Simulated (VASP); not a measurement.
# SrTl (P4/mmm) in VASP: further runs, part 2 of 2

VASP 6.6.1. Earlier steps stand in the parts before.

## 3. Electric field gradients, LDA (equal xx and yy strain of +1 %)

File INCAR:

```
PREC = Accurate
ENCUT = 520
EDIFF = 1E-8
ISMEAR = -1
SIGMA = 0.05
LREAL = False
LASPH = True
NELM = 60
ALGO = Normal
ISIF = 2
LWAVE = False
LCHARG = False
GGA = CA
LEFG = True
NBANDS = 18
```

File KPOINTS:

```
regular mesh
0
Gamma
  8 8 8
```

File POSCAR:

```
SrTl
1.0
    4.0723200000      0.0000000000      0.0000000000
    0.0000000000      4.0723200000      0.0000000000
    0.0000000000      0.0000000000      4.0320000000
Sr Tl
1 1
Direct
    0.0000000000      0.0000000000      0.0000000000
    0.5000000000      0.5000000000      0.5000000000
```

Potentials or basis: VASP PAW LDA potentials, release 64 (Sr_sv, Tl_d).

The run is started by

```sh
$ cat potpaw_LDA.64/Sr_sv/POTCAR potpaw_LDA.64/Tl_d/POTCAR > POTCAR
$ mpirun -np 1 vasp_std > vasp.out
```

OUTCAR:

```text
PREC = Accurate
   ENCUT = 520
   EDIFF = 1E-8
   ISMEAR = -1
   LREAL = False
   LASPH = True
   NELM = 60
   ISIF = 2
   GGA = CA

 ion  position               nearest neighbor table
   1  0.000  0.000  0.000-   2 3.52   2 3.52   2 3.52   2 3.52   2 3.52   2 3.52   2 3.52   2 3.52

   2  0.500  0.500  0.500-   1 3.52   1 3.52   1 3.52   1 3.52   1 3.52   1 3.52   1 3.52   1 3.52

  LATTYP: Found a simple tetragonal cell.
 ALAT       =     4.0723200000
 C/A-ratio  =     0.9900990099

  Lattice vectors:

 A1 = (   4.0723200000,   0.0000000000,   0.0000000000)
 A2 = (   0.0000000000,   4.0723200000,   0.0000000000)
 A3 = (   0.0000000000,   0.0000000000,   4.0320000000)

Analysis of symmetry for initial positions (statically):
=====================================================================
 Subroutine PRICEL returns:
 Original cell was already a primitive cell.

 Routine SETGRP: Setting up the symmetry group for a
 simple tetragonal supercell.

 Subroutine GETGRP returns: Found 16 space group operations
 (whereof 16 operations were pure point group operations)
 out of a pool of 16 trial point group operations.

The static configuration has the point symmetry D_4h.

Analysis of symmetry for dynamics (positions and initial velocities):
=====================================================================
 Subroutine PRICEL returns:
 Original cell was already a primitive cell.

 Routine SETGRP: Setting up the symmetry group for a
 simple tetragonal supercell.

 Subroutine GETGRP returns: Found 16 space group operations
 (whereof 16 operations were pure point group operations)
 out of a pool of 16 trial point group operations.

The dynamic configuration has the point symmetry D_4h.

 Subroutine INISYM returns: Found 16 space group operations
 (whereof 16 operations are pure point group operations),
 and found     1 'primitive' translations

----------------------------------------------------------------------------------------

                                     Primitive cell

  volume of cell :      66.8658

  direct lattice vectors                    reciprocal lattice vectors
     4.072320000  0.000000000  0.000000000     0.245560270  0.000000000  0.000000000
     0.000000000  4.072320000  0.000000000     0.000000000  0.245560270  0.000000000
     0.000000000  0.000000000  4.032000000     0.000000000  0.000000000  0.248015873

  length of vectors
     4.072320000  4.072320000  4.032000000     0.245560270  0.245560270  0.248015873

  position of ions in fractional coordinates (direct lattice)
     0.000000000  0.000000000  0.000000000
     0.500000000  0.500000000  0.500000000

  ion indices of the primitive-cell ions
   primitive index   ion index
                 1           1
                 2           2

----------------------------------------------------------------------------------------

 KPOINTS: regular mesh
[... 72 lines left out ...]
   IBRION =     -1    ionic relax: 0-MD 1-quasi-New 2-CG
   NFREE  =      0    steps in history (QN), initial steepest desc. (CG)
   ISIF   =      2    stress and relaxation
   ISYM   =      2    0-nonsym 1-usesym 2-fastsym
   POTIM  = 0.5000    time-step for ionic-motion
   TEBEG  =    0.0;   TEEND  =   0.0 temperature during run
   PSTRESS=    0.0 pullay stress
   NELECT =      23.0000    total number of electrons
   NUPDOWN=      -1.0000    fix difference up-down
   EMIN   =  10.00;   EMAX   =-10.00  energy-range for DOS
   EFERMI =   0.00;   METHOD = LEGACY
   ISMEAR =    -1;   SIGMA  =   0.05  broadening in eV -4-tet -1-fermi 0-gaus
   EFERMI_NEDOS =   21; number of points for ismear=-14 and -15
   IALGO  =     38    algorithm
   IMIX   =      4    mixing-type and parameters
     AMIX     =   0.40;   BMIX     =  1.00
     AMIX_MAG =   1.60;   BMIX_MAG =  1.00
  volume/ion in A,a.u.               =      33.43       225.62
  Fermi-wavevector in a.u.,A,eV,Ry     =   1.147051  2.167612 17.901534  1.315726
  Thomas-Fermi vector in A             =   2.283732
   LORBIT       =      0    0 simple, 1 ext, 2 COOP (PROOUT), +10 PAW based schemes
   GGA     = CA    functional components
   LHFCALC =     F    Hartree Fock is set to
   AEXX    =    0.0000 exact exchange contribution
   IVDW    =     0    specifies the selected vdW correction
   LEPSILON=     F    determine dielectric tensor
   LRPA    =     F    only Hartree local field effects (RPA)
 non-spin polarized calculation
  energy-cutoff  :      520.00
  volume of cell :       66.87
 maximum number of plane-waves:      1823
   NGX = 15   NGY = 15   NGZ = 15

 number of electron      22.9999999 magnetization

 Free energy of the ion-electron system (eV)
  ---------------------------------------------------
  ext. energy  EPLUGINS =         0.00000000
  ---------------------------------------------------
  free energy    TOTEN  =        -5.85330413 eV

  energy without entropy =       -5.83953860  energy(sigma->0) =       -5.84642136

 E-fermi :   4.0828     XC(G=0):  -9.5059

 val. band max:        4.0287384200   @ k =   0.2500   0.0000   0.2500
 cond. band min:       4.1151641096   @ k =   0.3750   0.2500   0.1250
 fundamental gap:      0.0864256896
 Fermi energy:         4.0827583520

 k-point     1 :       0.0000    0.0000    0.0000
  band No.  band energies     occupation
      1     -31.5664      2.00000
      2     -13.6174      2.00000
      3     -13.6174      2.00000
      4     -13.6117      2.00000
      5      -7.3317      2.00000
      6      -7.3253      2.00000
[... 481 lines left out ...]
      5      -7.2842      2.00000
      6      -7.2653      2.00000
[... 10 lines left out ...]
     17       9.9020      0.00000
     18      11.2564      0.00000

 [... further k-points ...]

------------------------ aborting loop because EDIFF is reached ----------------------------------------

  FORCE on cell =-STRESS in cart. coord.  units (eV):
  Direction    XX          YY          ZZ          XY          YZ          ZX
  --------------------------------------------------------------------------------------
  -------------------------------------------------------------------------------------
  Total       -0.9747934     -0.9747934     -0.9054755      0.0000000     -0.0000000      0.0000000
  in kB      -23.3570960    -23.3570960    -21.6961652      0.0000000     -0.0000000      0.0000000
  external PRESSURE =     -22.8034524 kB  Pullay stress =       0.0000000 kB

 VOLUME and BASIS-vectors are now :
 -----------------------------------------------------------------------------
  energy-cutoff  :      520.00
  volume of cell :       66.87
      direct lattice vectors                 reciprocal lattice vectors
     4.072320000  0.000000000  0.000000000     0.245560270  0.000000000  0.000000000
     0.000000000  4.072320000  0.000000000     0.000000000  0.245560270  0.000000000
     0.000000000  0.000000000  4.032000000     0.000000000  0.000000000  0.248015873

 POSITION                                       TOTAL-FORCE (eV/Angst)
 -----------------------------------------------------------------------------------
      0.00000      0.00000      0.00000         0.000000      0.000000      0.000000
      2.03616      2.03616      2.01600         0.000000      0.000000      0.000000
 -----------------------------------------------------------------------------------
    total drift:                                0.000000      0.000000      0.000000

  FREE ENERGIE OF THE ION-ELECTRON SYSTEM (eV)
  ---------------------------------------------------
  free  energy   TOTEN  =        -5.8533041304 eV

  energy  without entropy=       -5.8395385950  energy(sigma->0) =       -5.84642136

 Electric field gradients (V/A^2)
---------------------------------------------------------------------
 ion       V_xx      V_yy      V_zz      V_xy      V_xz      V_yz
---------------------------------------------------------------------
   1      -0.633    -0.633     1.267    -0.000    -0.000    -0.000
   2      -5.177    -5.177    10.354     0.000     0.000     0.000
---------------------------------------------------------------------

 Electric field gradients after diagonalization (V/A^2)
 (convention: |V_zz| > |V_xx| > |V_yy|)
----------------------------------------------------------------------
 ion       V_xx      V_yy      V_zz     asymmetry (V_yy - V_xx)/ V_zz
----------------------------------------------------------------------
   1      -0.633    -0.633     1.267       0.000
   2      -5.177    -5.177    10.354       0.000
----------------------------------------------------------------------

           NMR quadrupolar parameters

 Cq : quadrupolar parameter    Cq=e*Q*V_zz/h
 eta: asymmetry parameters     (V_yy - V_xx)/ V_zz
 Q  : nuclear electric quadrupole moment in mb (millibarn)
----------------------------------------------------------------------
 ion       Cq(MHz)       eta       Q (mb)
----------------------------------------------------------------------
   1       0.003       0.000       1.000
   2       0.025       0.000       1.000
----------------------------------------------------------------------
```

OSZICAR:

```text
N       E                     dE             d eps       ncg     rms          rms(c)
DAV:   1     0.110752201601E+03    0.11075E+03   -0.11683E+04  2708   0.116E+03
DAV:   2    -0.241862345074E+01   -0.11317E+03   -0.11115E+03  3120   0.256E+02
DAV:   3    -0.589097416916E+01   -0.34724E+01   -0.34577E+01  4306   0.354E+01
DAV:   4    -0.593861964259E+01   -0.47645E-01   -0.47577E-01  3348   0.350E+00
DAV:   5    -0.593959101482E+01   -0.97137E-03   -0.97092E-03  3790   0.415E-01    0.162E+01
DAV:   6    -0.587105938928E+01    0.68532E-01   -0.14008E-01  2952   0.269E+00    0.899E+00
DAV:   7    -0.585471097020E+01    0.16348E-01   -0.66707E-02  3164   0.214E+00    0.765E-01
DAV:   8    -0.585322222105E+01    0.14887E-02   -0.12276E-02  3956   0.655E-01    0.114E-01
DAV:   9    -0.585328046454E+01   -0.58243E-04   -0.30536E-04  3108   0.927E-02    0.653E-02
DAV:  10    -0.585330426305E+01   -0.23799E-04   -0.31623E-05  3782   0.376E-02    0.693E-03
DAV:  11    -0.585330411838E+01    0.14468E-06   -0.67123E-07  3460   0.573E-03    0.469E-03
DAV:  12    -0.585330412577E+01   -0.73987E-08   -0.37268E-07  4320   0.261E-03    0.941E-04
DAV:  13    -0.585330413039E+01   -0.46161E-08   -0.21177E-08  2636   0.102E-03
   1 F= -.58533041E+01 E0= -.58464214E+01  d E =-.137655E-01
```

Run time: 54 s. Hardware: 1 thread of Intel Xeon Platinum 8375C at 2.90GHz (Ice Lake), shared host; peak memory 0.22 GiB.

Results:

```
Free energy                             : -5.8533 eV
Pressure                                : -2.3 GPa
Band gap on the k mesh                  : zero (an odd number of electrons rules out a gap without spin polarisation)
Largest electric field gradient by atom : Sr +1.3; Tl +10.4 V/Å²
```

Levels at points of the mesh, in eV from the Fermi level:
| k point | band 7 | band 8 | band 9 | band 10 | band 11 | band 12 | band 13 | band 14 | band 15 | band 16 |
| --- | --- | --- | --- | --- | --- | --- | --- | --- | --- | --- |
| (0.00, 0.00, 0.00) | -11.30 | -11.30 | -11.30 | -7.83 | 1.23 | 1.23 | 2.78 | 2.78 | 2.93 | 4.18 |
| (0.50, 0.00, 0.00) | -11.32 | -11.29 | -11.26 | -6.37 | -2.94 | 1.53 | 1.58 | 1.66 | 4.97 | 5.74 |
| (0.50, 0.50, 0.00) | -11.35 | -11.34 | -11.18 | -5.99 | -0.80 | -0.80 | 0.89 | 3.70 | 3.70 | 4.56 |
| (0.00, 0.00, 0.50) | -11.32 | -11.29 | -11.26 | -6.33 | -2.92 | 1.54 | 1.54 | 1.61 | 4.93 | 5.89 |
| (0.50, 0.00, 0.50) | -11.35 | -11.33 | -11.18 | -5.94 | -0.80 | -0.76 | 0.94 | 3.60 | 3.64 | 4.45 |
| (0.50, 0.50, 0.50) | -11.35 | -11.18 | -11.17 | -4.74 | -1.40 | -1.40 | -1.40 | 4.33 | 4.33 | 4.34 |

Electric field gradients, principal values (V/Å²):
| atom | least | middle | greatest (by size) |
| --- | --- | --- | --- |
| 1 Sr | -0.633 | -0.633 | 1.267 |
| 2 Tl | -5.177 | -5.177 | 10.354 |

Caveat: the cell differs from its parent crystal (equal xx and yy strain of +1 %); without QUAD_EFG the Cq values of the log hold for a quadrupole moment of 1 mb, not for the nuclei; spin-orbit coupling is left out, which moves the levels of the heavy elements.

## 4. Electric field gradients, LDA (equal xx and yy strain of +2 %)

Changes to INCAR since step 3:

```diff
@@ -7,3 +7,3 @@
 LASPH = True
-NELM = 60
+NELM = 80
 ALGO = Normal
@@ -12,3 +12,2 @@
 LCHARG = False
-GGA = CA
 LEFG = True
```

File KPOINTS:

```
Automatic mesh
0
Gamma
  8 8 8
```

File POSCAR:

```
SrTl
1.0
    4.1126400000      0.0000000000      0.0000000000
    0.0000000000      4.1126400000      0.0000000000
    0.0000000000      0.0000000000      4.0320000000
Sr Tl
1 1
Direct
    0.0000000000      0.0000000000      0.0000000000
    0.5000000000      0.5000000000      0.5000000000
```

Potentials or basis: VASP PAW LDA potentials, release 64 (Sr_sv, Tl_d).

The run is started by

```sh
$ cat potpaw_LDA.64/Sr_sv/POTCAR potpaw_LDA.64/Tl_d/POTCAR > POTCAR
$ mpirun -np 1 vasp_std > vasp.out
```

OUTCAR:

```text
PREC = Accurate
   ENCUT = 520
   EDIFF = 1E-8
   ISMEAR = -1
   LREAL = False
   LASPH = True
   NELM = 80
   ISIF = 2

 ion  position               nearest neighbor table
   1  0.000  0.000  0.000-   2 3.54   2 3.54   2 3.54   2 3.54   2 3.54   2 3.54   2 3.54   2 3.54

   2  0.500  0.500  0.500-   1 3.54   1 3.54   1 3.54   1 3.54   1 3.54   1 3.54   1 3.54   1 3.54

  LATTYP: Found a simple tetragonal cell.
 ALAT       =     4.1126400000
 C/A-ratio  =     0.9803921569

  Lattice vectors:

 A1 = (   4.1126400000,   0.0000000000,   0.0000000000)
 A2 = (   0.0000000000,   4.1126400000,   0.0000000000)
 A3 = (   0.0000000000,   0.0000000000,   4.0320000000)

Analysis of symmetry for initial positions (statically):
=====================================================================
 Subroutine PRICEL returns:
 Original cell was already a primitive cell.

 Routine SETGRP: Setting up the symmetry group for a
 simple tetragonal supercell.

 Subroutine GETGRP returns: Found 16 space group operations
 (whereof 16 operations were pure point group operations)
 out of a pool of 16 trial point group operations.

The static configuration has the point symmetry D_4h.

Analysis of symmetry for dynamics (positions and initial velocities):
=====================================================================
 Subroutine PRICEL returns:
 Original cell was already a primitive cell.

 Routine SETGRP: Setting up the symmetry group for a
 simple tetragonal supercell.

 Subroutine GETGRP returns: Found 16 space group operations
 (whereof 16 operations were pure point group operations)
 out of a pool of 16 trial point group operations.

[... 159 lines left out ...]
      3     -13.7940      2.00000
      4     -13.7836      2.00000
      5      -7.4458      2.00000
      6      -7.4334      2.00000
[... 481 lines left out ...]
      5      -7.3998      2.00000
      6      -7.3808      2.00000
[... 10 lines left out ...]
     17       9.6385      0.00000
     18      11.0027      0.00000

 [... further k-points ...]

------------------------ aborting loop because EDIFF is reached ----------------------------------------

  FORCE on cell =-STRESS in cart. coord.  units (eV):
  Direction    XX          YY          ZZ          XY          YZ          ZX
  --------------------------------------------------------------------------------------
  -------------------------------------------------------------------------------------
  Total       -1.2102903     -1.2102903     -1.0736422      0.0000000      0.0000000     -0.0000000
  in kB      -28.4340165    -28.4340165    -25.2236670      0.0000000      0.0000000     -0.0000000
  external PRESSURE =     -27.3639000 kB  Pullay stress =       0.0000000 kB

 VOLUME and BASIS-vectors are now :
 -----------------------------------------------------------------------------
  energy-cutoff  :      520.00
  volume of cell :       68.20
      direct lattice vectors                 reciprocal lattice vectors
     4.112640000  0.000000000  0.000000000     0.243152817  0.000000000  0.000000000
     0.000000000  4.112640000  0.000000000     0.000000000  0.243152817  0.000000000
     0.000000000  0.000000000  4.032000000     0.000000000  0.000000000  0.248015873

 POSITION                                       TOTAL-FORCE (eV/Angst)
 -----------------------------------------------------------------------------------
      0.00000      0.00000      0.00000         0.000000      0.000000      0.000000
      2.05632      2.05632      2.01600         0.000000      0.000000      0.000000
 -----------------------------------------------------------------------------------
    total drift:                                0.000000      0.000000     -0.000000

  FREE ENERGIE OF THE ION-ELECTRON SYSTEM (eV)
  ---------------------------------------------------
  free  energy   TOTEN  =        -5.8321344860 eV

  energy  without entropy=       -5.8182380678  energy(sigma->0) =       -5.82518628

 Electric field gradients (V/A^2)
---------------------------------------------------------------------
 ion       V_xx      V_yy      V_zz      V_xy      V_xz      V_yz
---------------------------------------------------------------------
   1      -1.381    -1.381     2.763     0.000     0.000     0.000
   2     -10.005   -10.005    20.009     0.000    -0.000    -0.000
---------------------------------------------------------------------

 Electric field gradients after diagonalization (V/A^2)
 (convention: |V_zz| > |V_xx| > |V_yy|)
----------------------------------------------------------------------
 ion       V_xx      V_yy      V_zz     asymmetry (V_yy - V_xx)/ V_zz
----------------------------------------------------------------------
   1      -1.381    -1.381     2.763       0.000
   2     -10.005   -10.005    20.009       0.000
----------------------------------------------------------------------

           NMR quadrupolar parameters

 Cq : quadrupolar parameter    Cq=e*Q*V_zz/h
 eta: asymmetry parameters     (V_yy - V_xx)/ V_zz
 Q  : nuclear electric quadrupole moment in mb (millibarn)
----------------------------------------------------------------------
 ion       Cq(MHz)       eta       Q (mb)
----------------------------------------------------------------------
   1       0.007       0.000       1.000
   2       0.048       0.000       1.000
----------------------------------------------------------------------
```

stdout:

```text
POSCAR found type information on POSCAR SrTl
 POSCAR found :  2 types and       2 ions
 scaLAPACK will be used
 LDA part: xc-table for (Slater(with rela. corr.)+CA(PZ))
 , standard interpolation
 POSCAR, INCAR and KPOINTS ok, starting setup
 FFT: planning ... GRIDC
 FFT: planning ... GRID_SOFT
 FFT: planning ... GRID
 WAVECAR not read
 entering main loop
ion   1

ion   2
```

Wall time 43 s (1 thread of Intel Xeon Platinum 8375C at 2.90GHz (Ice Lake), shared host); peak memory 0.22 GiB.

Results:

| Property | Result |
| --- | --- |
| Free energy | -5.8321 eV |
| Pressure | -2.7 GPa |
| Band gap on the k mesh | zero (an odd number of electrons rules out a gap without spin polarisation) |
| Largest electric field gradient by atom | Sr +2.8; Tl +20.0 V/Å² |

Electric field gradients, principal values (V/Å²):
```tsv
atom	least	middle	greatest (by size)
1 Sr	-1.381	-1.381	2.763
2 Tl	-10.005	-10.005	20.009
```

Caveat: the cell differs from its parent crystal (equal xx and yy strain of +2 %); without QUAD_EFG the Cq values of the log hold for a quadrupole moment of 1 mb, not for the nuclei; spin-orbit coupling is left out, which moves the levels of the heavy elements.

## 5. Summary

```tsv
cell	gap on the mesh (eV)	pressure (GPa)
a = 4.032, b = 4.032, c = 4.113 Å, 2 atoms	none	-2.3
a = 4.072, b = 4.072, c = 4.032 Å, 2 atoms	none	-2.3
a = 4.113, b = 4.113, c = 4.032 Å, 2 atoms	none	-2.7
```

Alike in all rows: task electric field gradients; level LDA; potentials or basis VASP PAW LDA potentials, release 64 (Sr_sv, Tl_d); no spin polarisation; k mesh 8 × 8 × 8; cutoff (eV) 520; smearing fermi-dirac 0.05 eV.

Caveats: spin-orbit coupling is left out, which moves the levels of the heavy elements.

Absolute energies hang on the potentials; compare differences alone.
